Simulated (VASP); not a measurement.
Input of a VASP 6.6.1 run:

Contents of INCAR:

```
PREC = Accurate ; ENCUT = 500
EDIFF = 1E-6 ; ISMEAR = 1
SIGMA = 0.01 ; LREAL = False
LASPH = True ; NELM = 120
ALGO = Normal ; ISIF = 2
LWAVE = False ; LCHARG = False
NBANDS = 14 ; GGA_COMPAT = False
```

Contents of KPOINTS:

```
Automatic mesh
0
Gamma
  13 13 13
```

File POSCAR:

```
Rh
1.0
    0.0000000000      1.8722002341      1.8722002341
    1.8722002341      0.0000000000      1.8722002341
    1.8722002341      1.8722002341      0.0000000000
Rh
1
Direct
    0.0000000000      0.0000000000      0.0000000000
```

Potentials or basis: VASP PAW LDA potentials, release 64 (Rh_pv).

Command:

```sh
$ cat potpaw_LDA.64/Rh_pv/POTCAR > POTCAR
$ mpirun -np 1 vasp_std > vasp.out
```

Task: Estimate the pressure.

Result: 3.4 GPa.
